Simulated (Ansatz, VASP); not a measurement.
**HfCo: VASP beside Ansatz**

```
Hf Co
1.0
     3.05722    0.00000    0.00000
     0.00000    3.05722    0.00000
     0.00000    0.00000    3.05722
Hf Co
1 1
Direct
  0.50000 0.50000 0.50000
  0.00000 0.00000 0.00000
```

Alike in both runs: task single point; functional LDA; k mesh 14 × 14 × 14; occupations fermi-dirac, width 0.15 eV; no spin polarisation.

|  | VASP | Ansatz |
| --- | --- | --- |
| version | VASP 6.6.1 | Ansatz 0.2.0 |
| potentials or method | VASP PAW LDA potentials, release 64 (Hf_pv, Co), cutoff 520 eV | scalar-relativistic, plane waves, PAW |
| valence electrons in the cell | 19 | 43 |

```csv
,VASP,Ansatz,Ansatz less VASP
gap on the k mesh at the Fermi level (eV),none,none,-
pressure (GPa),3.5,4.0,+0.56
```

LDA's correlation is that of Perdew and Zunger in VASP and of Perdew and Wang (1992) in Ansatz. A gap of «none» marks a metal or a gap that the smearing closes. VASP's potentials hold 19 valence electrons a cell and Ansatz's 43, so a difference there can come from the potentials and not from the codes.

Spin-orbit coupling is off throughout.
